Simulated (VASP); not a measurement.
# RbBr: single point with r2SCAN

RbBr:

```
Rb Br
1.0
     0.00000    3.46083    3.59546
     3.46083    0.00000    3.59546
     3.46083    3.46083    0.00000
Rb Br
1 1
Cartesian
  0.0000 0.0000 0.0000
  3.4608 3.4608 3.5955
```

This cell differs from its parent crystal: uniaxial z strain +3.9%.

```
Program                : VASP 6.6.1
Task                   : single point
Functional             : r2SCAN
Potentials or basis    : VASP PAW PBE potentials, release 64 (Rb_sv, Br)
Cutoff                 : 520 eV
k mesh                 : 6 × 6 × 6
Occupations            : gaussian, width 0.01 eV
Spin                   : no spin polarisation
Dipole correction      : no
Further INCAR settings : ALGO = Normal; EDIFF = 1e-06; NBANDS = 15
```

```
Pressure               : -0.4 GPa
Band gap on the k mesh : 4.78 eV, direct
```

Stress tensor (GPa, compression positive):
```
-0.10  0.00  0.00
 0.00 -0.10  0.00
 0.00  0.00 -0.98
```

Levels at points of the mesh, in eV from the valence-band top:
| k point | band 4 | band 5 | band 6 | band 7 | band 8 | band 9 | band 10 | band 11 | band 12 | band 13 |
| --- | --- | --- | --- | --- | --- | --- | --- | --- | --- | --- |
| (0.00, 0.00, 0.00) | -8.83 | -8.83 | -0.03 | 0.00 | 0.00 | 4.78 | 7.71 | 7.93 | 7.93 | 8.78 |
| (0.50, 0.00, 0.00) | -8.83 | -8.79 | -0.87 | -0.31 | -0.30 | 7.10 | 8.02 | 9.99 | 10.04 | 10.50 |
| (0.50, 0.50, 0.00) | -8.88 | -8.88 | -0.51 | -0.14 | -0.14 | 6.15 | 7.65 | 9.25 | 9.87 | 10.05 |
| (0.50, 0.00, 0.50) | -8.90 | -8.89 | -0.45 | -0.18 | -0.17 | 6.10 | 7.69 | 9.40 | 9.94 | 10.09 |

Wall time 2.6 min on 1 thread of Intel(R) Xeon(R) Platinum 8259CL CPU @ 2.50GHz (Skylake/Cascade Lake), on a shared host, peak memory 0.25 GiB.

Caveat: the cell differs from its parent crystal (uniaxial z strain +3.9%); the PAW data sets were made with another functional, which shifts forces and pressure a little.
